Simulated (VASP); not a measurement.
Runs of VASP 6.6.1 on AlCo2. The structure is that of space group P6/mmm (No. 191), or close to it. The cells are those of the table. 

| task | cell | k mesh | cutoff (eV) | gap on the mesh (eV) | pressure (GPa) | moment (μB) |
| --- | --- | --- | --- | --- | --- | --- |
| single point | a = 4.010, b = 4.010, c = 2.571 Å, angles 90.0, 90.0, 120.0°, 3 atoms | 12 × 12 × 18 | 520 | none | (b) | (a) |
| relaxation of cell and atoms | relaxed from a = 3.673, b = 3.673, c = 3.114 Å, angles 90.0, 90.0, 120.0°, 3 atoms | 6 × 6 × 6 | 600 | none | -0.1 | 2.40 |
| single point | a = 3.673, b = 3.673, c = 3.114 Å, angles 90.0, 90.0, 120.0°, 3 atoms | 6 × 6 × 6 | 520 | none | 9.7 | 1.46 |
| single point | a = 4.013, b = 4.013, c = 2.565 Å, angles 90.0, 90.0, 120.0°, 3 atoms | 6 × 6 × 6 | 520 | none | -0.2 | 2.39 |

Alike in all rows: level PBE; potentials or basis VASP PAW PBE potentials, release 64 (Al, Co); spin collinear, ferromagnetic start; smearing gaussian 0.1 eV.

Q: Fill in the values left out.

A: (a) 2.35; (b) -0.3.

Caveats: some runs use coarse meshes.

A gap of «none» marks levels without a gap at the run's occupations.
